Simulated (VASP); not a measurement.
A run of VASP 6.6.1 is set up as follows.

File INCAR:

```
ALGO = Normal ; EDIFF = 1E-7
ENCUT = 520 ; GGA = PE
ISIF = 2 ; ISMEAR = 0
LASPH = True ; LCHARG = False
LREAL = False ; LWAVE = False
NBANDS = 31 ; NELM = 60
PREC = Accurate ; SIGMA = 0.1
```

The input KPOINTS:

```
k-points
0
Gamma
  6 6 6
```

The input POSCAR:

```
C
1.0
    4.2700491900      0.0000000000      0.0000000000
   -2.1350245950      3.6979710739      0.0000000000
    0.0000000000      0.0000000000      5.0345865256
C
10
Direct
    0.2823153912      1.1411249031      0.7500000000
    0.7176846088     -0.1411249031      0.2500000000
    0.8588095119      0.7176846088      0.7500000000
    0.1411904881      0.2823153912      0.2500000000
   -0.1411249031      0.1411904881      0.7500000000
    1.1411249031      0.8588095119      0.2500000000
    0.6666666667      0.3333333333      0.7500000000
    0.3333333333      0.6666666667      0.2500000000
    0.0000000000      0.0000000000      0.0000000000
    0.0000000000      0.0000000000      0.5000000000
```

Potentials or basis: VASP PAW PBE potentials, release 64 (C).

Launch:

```sh
$ cat potpaw_PBE.64/C/POTCAR > POTCAR
$ mpirun -np 1 vasp_std > vasp.out
```

(1) What does it give for the pressure?

(2) What does it give for the band gap on the k mesh?

Answers

(1) 0.3 GPa.

(2) zero (band 20 reaches 7.64 eV, above the bottom of band 21 at 6.77 eV).
